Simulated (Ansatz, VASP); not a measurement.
**One calculation of TePb, two programs**

```xyz
2
Lattice="0.0000 3.2678 3.2678 3.2678 0.0000 3.2678 3.2678 3.2678 0.0000" Properties=species:S:1:pos:R:3 pbc="T T T"
Pb    0.0000    0.0000    0.0000
Te    3.2678    3.2678    3.2678
```

Alike in both runs: task single point; functional HSE06; k mesh 6 × 6 × 6; no spin polarisation.

```csv
,VASP,Ansatz
version,VASP 6.6.1,Ansatz 0.2.0
potentials or method,"VASP PAW PBE potentials, release 64 (Pb_d, Te)","plane waves, PAW"
plane-wave cutoff (eV),400,420
occupations,"gaussian, width 0.01 eV",fixed
valence electrons in the cell,20,30
```

|  | VASP | Ansatz | Ansatz less VASP |
| --- | --- | --- | --- |
| gap on the k mesh at the Fermi level (eV) | 1.16 | 1.20 | +0.036 |
| pressure (GPa) | -0.5 | -0.3 | +0.19 |

VASP's potentials hold 20 valence electrons a cell and Ansatz's 30, so a difference there can come from the potentials and not from the codes. Ansatz's warnings: stress exchange threshold loose, stress scf threshold loose.

Spin-orbit coupling is off throughout.
